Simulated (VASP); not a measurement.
# HfN in VASP: further runs, part 3 of 3

VASP 6.6.1.

## 4. Electric field gradients, PBEsol

This run uses another cell than the first one, of 11.53 Å³/atom, 1.042 times its volume.

INCAR

```
ALGO = Normal ; EDIFF = 1E-8
ENCUT = 520 ; GGA = PS
ISIF = 2 ; ISMEAR = -1
LASPH = T ; LCHARG = F
LEFG = T ; LREAL = F
LWAVE = F ; NBANDS = 14
NELM = 100 ; PREC = Accurate
SIGMA = 0.03
```

KPOINTS

```
k-points
0
Gamma
  10 10 10
```

POSCAR

```
HfN
1.0
    0.0000000000      2.2590000000      2.2590000000
    2.2590000000      0.0000000000      2.2590000000
    2.2590000000      2.2590000000      0.0000000000
Hf N
1 1
Direct
    0.0000000000      0.0000000000      0.0000000000
    0.5000000000      0.5000000000      0.5000000000
```

Potentials or basis: VASP PAW PBE potentials, release 64 (Hf_pv, N).

The run is started by

```
cat potpaw_PBE.64/Hf_pv/POTCAR potpaw_PBE.64/N/POTCAR > POTCAR
mpirun -np 1 vasp_std > vasp.out
```

OUTCAR:

```text
EDIFF = 1E-8
   ENCUT = 520
   GGA = PS
   ISIF = 2
   ISMEAR = -1
   LASPH = T
   LREAL = F
   NELM = 100
   PREC = Accurate

 ion  position               nearest neighbor table
   1  0.000  0.000  0.000-   2 2.26   2 2.26   2 2.26   2 2.26   2 2.26   2 2.26
   2  0.500  0.500  0.500-   1 2.26   1 2.26   1 2.26   1 2.26   1 2.26   1 2.26

  LATTYP: Found a face centered cubic cell.
 ALAT       =     4.5180000000

  Lattice vectors:

 A1 = (   0.0000000000,   2.2590000000,   2.2590000000)
 A2 = (   2.2590000000,   0.0000000000,   2.2590000000)
 A3 = (   2.2590000000,   2.2590000000,   0.0000000000)

Analysis of symmetry for initial positions (statically):
=====================================================================
 Subroutine PRICEL returns:
 Original cell was already a primitive cell.

 Routine SETGRP: Setting up the symmetry group for a
 face centered cubic supercell.

 Subroutine GETGRP returns: Found 48 space group operations
 (whereof 48 operations were pure point group operations)
 out of a pool of 48 trial point group operations.

The static configuration has the point symmetry O_h .

Analysis of symmetry for dynamics (positions and initial velocities):
=====================================================================
 Subroutine PRICEL returns:
 Original cell was already a primitive cell.

 Routine SETGRP: Setting up the symmetry group for a
 face centered cubic supercell.

 Subroutine GETGRP returns: Found 48 space group operations
 (whereof 48 operations were pure point group operations)
 out of a pool of 48 trial point group operations.

The dynamic configuration has the point symmetry O_h .

 Subroutine INISYM returns: Found 48 space group operations
 (whereof 48 operations are pure point group operations),
 and found     1 'primitive' translations

----------------------------------------------------------------------------------------

                                     Primitive cell

  volume of cell :      23.0557

  direct lattice vectors                    reciprocal lattice vectors
     0.000000000  2.259000000  2.259000000    -0.221336875  0.221336875  0.221336875
     2.259000000  0.000000000  2.259000000     0.221336875 -0.221336875  0.221336875
     2.259000000  2.259000000  0.000000000     0.221336875  0.221336875 -0.221336875

  length of vectors
     3.194708437  3.194708437  3.194708437     0.383366713  0.383366713  0.383366713

  position of ions in fractional coordinates (direct lattice)
     0.000000000  0.000000000  0.000000000
     0.500000000  0.500000000  0.500000000

  ion indices of the primitive-cell ions
   primitive index   ion index
                 1           1
                 2           2

----------------------------------------------------------------------------------------

 KPOINTS: k-points

Automatic generation of k-mesh.
 Grid dimensions read from file:
 generate k-points for:   10   10   10

 Generating k-lattice:

  Cartesian coordinates                     Fractional coordinates (reciprocal lattice)
[... 75 lines left out ...]
   ISMEAR =    -1;   SIGMA  =   0.03  broadening in eV -4-tet -1-fermi 0-gaus
   EFERMI_NEDOS =   21; number of points for ismear=-14 and -15
   IALGO  =     38    algorithm
   IMIX   =      4    mixing-type and parameters
     AMIX     =   0.40;   BMIX     =  1.00
     AMIX_MAG =   1.60;   BMIX_MAG =  1.00
  volume/ion in A,a.u.               =      11.53        77.79
  Fermi-wavevector in a.u.,A,eV,Ry     =   1.418553  2.680677 27.378918  2.012294
  Thomas-Fermi vector in A             =   2.539667
   LORBIT       =      0    0 simple, 1 ext, 2 COOP (PROOUT), +10 PAW based schemes
   GGA     = PS    functional components
   LHFCALC =     F    Hartree Fock is set to
   AEXX    =    0.0000 exact exchange contribution
   IVDW    =     0    specifies the selected vdW correction
   LEPSILON=     F    determine dielectric tensor
   LRPA    =     F    only Hartree local field effects (RPA)
 non-spin polarized calculation
  energy-cutoff  :      520.00
  volume of cell :       23.06
 maximum number of plane-waves:       636
   NGX = 11   NGY = 11   NGZ = 11

 number of electron      15.0000000 magnetization

 Free energy of the ion-electron system (eV)
  ---------------------------------------------------
  ext. energy  EPLUGINS =         0.00000000
  ---------------------------------------------------
  free energy    TOTEN  =       -22.98042025 eV

  energy without entropy =      -22.97782742  energy(sigma->0) =      -22.97912383

 E-fermi :   8.2270     XC(G=0): -12.8937

 val. band max:        8.1846779248   @ k =  -0.4000   0.3000   0.0000
 cond. band min:       8.2430423734   @ k =  -0.1000   0.1000   0.0000
 fundamental gap:      0.0583644486
 Fermi energy:         8.2270259032

 k-point     1 :       0.0000    0.0000    0.0000
  band No.  band energies     occupation
      1     -22.8558      2.00000
      2     -22.8558      2.00000
      3     -22.8558      2.00000
      4      -9.2443      2.00000
      5       5.2086      2.00000
      6       5.2086      2.00000
      7       5.2086      2.00000
      8       7.8298      2.00000
      9       7.8298      2.00000
     10       7.8298      2.00000
     11      10.0077      0.00000
     12      10.1451      0.00000
     13      10.1451      0.00000
     14      17.7378      0.00000
[... 377 lines left out ...]
      1     -23.5379      2.00000
      2     -23.1229      2.00000
      3     -23.0936      2.00000
      4      -7.8228      2.00000
      5       1.6008      2.00000
      6       3.5963      2.00000
      7       4.0936      2.00000
      8       5.7137      2.00000
      9      12.2759      0.00000
     10      12.7862      0.00000
     11      12.9619      0.00000
     12      13.0164      0.00000
     13      17.3631      0.00000
     14      19.4633      0.00000

 [... further k-points ...]
[... 5 lines left out ...]
  --------------------------------------------------------------------------------------
  -------------------------------------------------------------------------------------
  Total       -0.7430233     -0.7430233     -0.7430233      0.0000000      0.0000000      0.0000000
  in kB      -51.6338269    -51.6338269    -51.6338269      0.0000000      0.0000000      0.0000000
  external PRESSURE =     -51.6338269 kB  Pullay stress =       0.0000000 kB

 VOLUME and BASIS-vectors are now :
 -----------------------------------------------------------------------------
  energy-cutoff  :      520.00
  volume of cell :       23.06
      direct lattice vectors                 reciprocal lattice vectors
     0.000000000  2.259000000  2.259000000    -0.221336875  0.221336875  0.221336875
     2.259000000  0.000000000  2.259000000     0.221336875 -0.221336875  0.221336875
     2.259000000  2.259000000  0.000000000     0.221336875  0.221336875 -0.221336875

 POSITION                                       TOTAL-FORCE (eV/Angst)
 -----------------------------------------------------------------------------------
      0.00000      0.00000      0.00000         0.000000      0.000000      0.000000
      2.25900      2.25900      2.25900        -0.000000     -0.000000     -0.000000
 -----------------------------------------------------------------------------------
    total drift:                                0.000000     -0.000000     -0.000000

  FREE ENERGIE OF THE ION-ELECTRON SYSTEM (eV)
  ---------------------------------------------------
  free  energy   TOTEN  =       -22.9804202451 eV

  energy  without entropy=      -22.9778274185  energy(sigma->0) =      -22.97912383

 Electric field gradients (V/A^2)
---------------------------------------------------------------------
 ion       V_xx      V_yy      V_zz      V_xy      V_xz      V_yz
---------------------------------------------------------------------
   1       0.000    -0.000     0.000    -0.000    -0.000    -0.000
   2       0.000     0.000    -0.000     0.001     0.001     0.001
---------------------------------------------------------------------

 Electric field gradients after diagonalization (V/A^2)
 (convention: |V_zz| > |V_xx| > |V_yy|)
----------------------------------------------------------------------
 ion       V_xx      V_yy      V_zz     asymmetry (V_yy - V_xx)/ V_zz
----------------------------------------------------------------------
   1       0.000     0.000    -0.001       0.000
   2      -0.001    -0.001     0.002       0.000
----------------------------------------------------------------------

           NMR quadrupolar parameters

 Cq : quadrupolar parameter    Cq=e*Q*V_zz/h
 eta: asymmetry parameters     (V_yy - V_xx)/ V_zz
 Q  : nuclear electric quadrupole moment in mb (millibarn)
----------------------------------------------------------------------
 ion       Cq(MHz)       eta       Q (mb)
----------------------------------------------------------------------
   1      -0.000       0.000       1.000
   2       0.000       0.000       1.000
----------------------------------------------------------------------
```

OSZICAR:

```text
N       E                     dE             d eps       ncg     rms          rms(c)
DAV:   1     0.369011610049E+02    0.36901E+02   -0.77276E+03  1316   0.101E+03
DAV:   2    -0.237203168097E+02   -0.60621E+02   -0.56633E+02  1750   0.236E+02
DAV:   3    -0.257058646931E+02   -0.19855E+01   -0.19767E+01  1498   0.349E+01
DAV:   4    -0.257133709587E+02   -0.75063E-02   -0.75053E-02  1616   0.249E+00
DAV:   5    -0.257134166861E+02   -0.45727E-04   -0.45727E-04  1490   0.168E-01    0.502E+01
DAV:   6    -0.231048641988E+02    0.26086E+01   -0.72355E+00  1448   0.208E+01    0.419E+01
DAV:   7    -0.230127737462E+02    0.92090E-01   -0.44221E-01  1652   0.582E+00    0.258E+01
DAV:   8    -0.229856261852E+02    0.27148E-01   -0.10719E-01  1532   0.277E+00    0.521E+00
DAV:   9    -0.229805310900E+02    0.50951E-02   -0.12908E-02  1538   0.918E-01    0.196E+00
DAV:  10    -0.229804561054E+02    0.74985E-04   -0.90795E-04  1718   0.278E-01    0.468E-01
DAV:  11    -0.229804217135E+02    0.34392E-04   -0.69414E-05  1622   0.820E-02    0.895E-02
DAV:  12    -0.229804204091E+02    0.13044E-05   -0.71886E-06  1732   0.226E-02    0.173E-02
DAV:  13    -0.229804202680E+02    0.14115E-06   -0.11720E-07  1550   0.326E-03    0.331E-03
DAV:  14    -0.229804202365E+02    0.31519E-07   -0.63840E-09  1144   0.674E-04    0.220E-03
DAV:  15    -0.229804202451E+02   -0.86222E-08   -0.96713E-10   832   0.313E-04
   1 F= -.22980420E+02 E0= -.22979124E+02  d E =-.259283E-02
```

It took 9.3 s on 1 thread of Intel Xeon Platinum 8375C at 2.90GHz (Ice Lake), shared host; peak memory 0.12 GiB.

Results:

```
Free energy : -22.9804 eV
Pressure    : -5.2 GPa
```

Levels at points of the mesh, in eV from the Fermi level:
| k point | band 5 | band 6 | band 7 | band 8 | band 9 | band 10 | band 11 | band 12 |
| --- | --- | --- | --- | --- | --- | --- | --- | --- |
| (0.00, 0.00, 0.00) | -3.02 | -3.02 | -3.02 | -0.40 | -0.40 | -0.40 | 1.78 | 1.92 |
| (0.50, 0.00, 0.00) | -8.93 | -6.21 | -6.21 | 3.27 | 3.69 | 3.69 | 4.38 | 8.84 |
| (0.50, 0.50, 0.00) | -5.42 | -3.87 | -3.69 | -3.69 | 4.07 | 5.52 | 5.52 | 5.58 |

Caveat: without QUAD_EFG the Cq values of the log hold for a quadrupole moment of 1 mb, not for the nuclei; the PAW data sets were made with another functional, which shifts forces and pressure a little; spin-orbit coupling is left out, which moves the levels of the heavy elements.

## 5. Electric field gradients, PBE (equal xy, yz and zx shear strains of -2 %)

INCAR

```
SYSTEM = HfN
PREC = Accurate
ENCUT = 520
EDIFF = 1E-8
ISMEAR = -1
SIGMA = 0.03
LREAL = .FALSE.
LASPH = .TRUE.
NELM = 60
ALGO = Normal
ISIF = 2
LWAVE = .FALSE.
LCHARG = .FALSE.
GGA = PE
LEFG = .TRUE.
NBANDS = 14
```

KPOINTS

```
Automatic mesh
0
G
  10 10 10
  0 0 0
```

POSCAR

```
HfN
1.0
   -0.0451800000      2.2364100000      2.2364100000
    2.2364100000     -0.0451800000      2.2364100000
    2.2364100000      2.2364100000     -0.0451800000
Hf N
1 1
Direct
    0.0000000000      0.0000000000      0.0000000000
    0.5000000000      0.5000000000      0.5000000000
```

Potentials or basis: VASP PAW PBE potentials, release 64 (Hf_pv, N).

The run is started by

```
cat potpaw_PBE.64/Hf_pv/POTCAR potpaw_PBE.64/N/POTCAR > POTCAR
mpirun -np 1 vasp_std > vasp.out
```

OUTCAR:

```text
SYSTEM = HfN
   PREC = Accurate
   ENCUT = 520
   EDIFF = 1E-8
   ISMEAR = -1
   LREAL = .FALSE.
   LASPH = .TRUE.
   NELM = 60
   ISIF = 2
   GGA = PE

 ion  position               nearest neighbor table
   1  0.000  0.000  0.000-   2 2.26   2 2.26   2 2.26   2 2.26   2 2.26   2 2.26
   2  0.500  0.500  0.500-   1 2.26   1 2.26   1 2.26   1 2.26   1 2.26   1 2.26

  LATTYP: Found a trigonal (rhomboedric) cell.
 ALAT       =     3.1630840344
 COS(alpha) =     0.4797000918

  Lattice vectors:

 A1 = (  -0.0451800000,   2.2364100000,   2.2364100000)
 A2 = (   2.2364100000,  -0.0451800000,   2.2364100000)
 A3 = (   2.2364100000,   2.2364100000,  -0.0451800000)

Analysis of symmetry for initial positions (statically):
=====================================================================
 Subroutine PRICEL returns:
 Original cell was already a primitive cell.

 Routine SETGRP: Setting up the symmetry group for a
 trigonal (rhombohedral) supercell.

 Subroutine GETGRP returns: Found 12 space group operations
 (whereof 12 operations were pure point group operations)
 out of a pool of 12 trial point group operations.

The static configuration has the point symmetry D_3d.

Analysis of symmetry for dynamics (positions and initial velocities):
=====================================================================
 Subroutine PRICEL returns:
 Original cell was already a primitive cell.

 Routine SETGRP: Setting up the symmetry group for a
 trigonal (rhombohedral) supercell.

 Subroutine GETGRP returns: Found 12 space group operations
 (whereof 12 operations were pure point group operations)
 out of a pool of 12 trial point group operations.

[... 167 lines left out ...]
     12      10.3748      0.00000
     13      10.3748      0.00000
     14      17.9674      0.00000
[... 377 lines left out ...]
      1     -23.4382      2.00000
      2     -23.0380      2.00000
      3     -22.9745      2.00000
      4      -7.7306      2.00000
      5       1.7760      2.00000
      6       3.7290      2.00000
      7       4.3431      2.00000
      8       5.8880      2.00000
      9      12.4630      0.00000
     10      12.9150      0.00000
     11      13.1065      0.00000
     12      13.2562      0.00000
     13      17.5250      0.00000
     14      19.7095      0.00000

 [... further k-points ...]
[... 5 lines left out ...]
  --------------------------------------------------------------------------------------
  -------------------------------------------------------------------------------------
  Total        0.4496600      0.4496600      0.4496600      0.3284210      0.3284210      0.3284210
  in kB       31.2570032     31.2570032     31.2570032     22.8293735     22.8293735     22.8293735
  external PRESSURE =      31.2570032 kB  Pullay stress =       0.0000000 kB

 VOLUME and BASIS-vectors are now :
 -----------------------------------------------------------------------------
  energy-cutoff  :      520.00
  volume of cell :       23.05
      direct lattice vectors                 reciprocal lattice vectors
    -0.045180000  2.236410000  2.236410000    -0.216909243  0.221381598  0.221381598
     2.236410000 -0.045180000  2.236410000     0.221381598 -0.216909243  0.221381598
     2.236410000  2.236410000 -0.045180000     0.221381598  0.221381598 -0.216909243

 POSITION                                       TOTAL-FORCE (eV/Angst)
 -----------------------------------------------------------------------------------
      0.00000      0.00000      0.00000        -0.000000      0.000000      0.000000
      2.21382      2.21382      2.21382         0.000000     -0.000000     -0.000000
 -----------------------------------------------------------------------------------
    total drift:                                0.000000     -0.000000     -0.000000

  FREE ENERGIE OF THE ION-ELECTRON SYSTEM (eV)
  ---------------------------------------------------
  free  energy   TOTEN  =       -21.7397067613 eV

  energy  without entropy=      -21.7377697784  energy(sigma->0) =      -21.73873827

 Electric field gradients (V/A^2)
---------------------------------------------------------------------
 ion       V_xx      V_yy      V_zz      V_xy      V_xz      V_yz
---------------------------------------------------------------------
   1       0.000    -0.000     0.000     7.527     7.527     7.527
   2      -0.000     0.000    -0.000    -1.217    -1.217    -1.217
---------------------------------------------------------------------

 Electric field gradients after diagonalization (V/A^2)
 (convention: |V_zz| > |V_xx| > |V_yy|)
----------------------------------------------------------------------
 ion       V_xx      V_yy      V_zz     asymmetry (V_yy - V_xx)/ V_zz
----------------------------------------------------------------------
   1      -7.527    -7.527    15.053       0.000
   2       1.217     1.217    -2.433       0.000
----------------------------------------------------------------------

           NMR quadrupolar parameters

 Cq : quadrupolar parameter    Cq=e*Q*V_zz/h
 eta: asymmetry parameters     (V_yy - V_xx)/ V_zz
 Q  : nuclear electric quadrupole moment in mb (millibarn)
----------------------------------------------------------------------
 ion       Cq(MHz)       eta       Q (mb)
----------------------------------------------------------------------
   1       0.036       0.000       1.000
   2      -0.006       0.000       1.000
----------------------------------------------------------------------
```

stdout:

```text
POSCAR found type information on POSCAR HfN
 POSCAR found :  2 types and       2 ions
 scaLAPACK will be used
 LDA part: xc-table for (Slater+PW92), standard interpolation
 POSCAR, INCAR and KPOINTS ok, starting setup
 FFT: planning ... GRIDC
 FFT: planning ... GRID_SOFT
 FFT: planning ... GRID
 WAVECAR not read
 entering main loop
ion   1

ion   2
```

Wall time 17 s (1 thread of Intel Xeon Platinum 8488C (Sapphire Rapids), shared host); peak memory 0.17 GiB.

Results:

| Property | Result |
| --- | --- |
| Free energy | -21.7397 eV |
| Pressure | 3.1 GPa |

Levels at points of the mesh, in eV from the Fermi level:
```
           k point  band 5  band 6  band 7  band 8  band 9  band 10
(0.00, 0.00, 0.00)   -3.12   -3.12   -2.97   -0.56   -0.56    -0.11
(0.50, 0.00, 0.00)   -8.94   -6.31   -6.03    3.03    3.36     4.01
(0.50, 0.50, 0.00)   -5.46   -3.85   -3.82   -3.66    4.04     5.32
(0.50, 0.50, 0.50)   -8.89   -6.40   -6.40    3.34    3.85     3.85
```

Electric field gradients, principal values (V/Å²):
```csv
atom,least,middle,greatest (by size)
1 Hf,-7.527,-7.527,15.053
2 N,1.217,1.217,-2.433
```

Caveat: the cell differs from its parent crystal (equal xy, yz and zx shear strains of -2 %); without QUAD_EFG the Cq values of the log hold for a quadrupole moment of 1 mb, not for the nuclei; spin-orbit coupling is left out, which moves the levels of the heavy elements.

## 6. Summary

| level | potentials or basis | cell | gap on the mesh (eV) | pressure (GPa) |
| --- | --- | --- | --- | --- |
| LDA | VASP PAW LDA potentials, release 64 (Hf_pv, N) | a = 3.152 Å, angles 60.0°, 2 atoms | none | 1.1 |
| LDA | VASP PAW LDA potentials, release 64 (Hf_pv, N) | a = 3.195 Å, angles 60.0°, 2 atoms | none | -10.6 |
| PBEsol | VASP PAW PBE potentials, release 64 (Hf_pv, N) | a = 3.195 Å, angles 60.0°, 2 atoms | none | -5.2 |
| PBE | VASP PAW PBE potentials, release 64 (Hf_pv, N) | a = 3.163 Å, angles 61.3°, 2 atoms | none | 3.1 |

Alike in all rows: task electric field gradients; no spin polarisation; k mesh 10 × 10 × 10; cutoff (eV) 520; smearing fermi-dirac 0.03 eV.

Caveats: spin-orbit coupling is left out, which moves the levels of the heavy elements; the PAW data sets were made with another functional, which shifts forces and pressure a little (some runs).

Absolute energies hang on the potentials; compare differences alone.
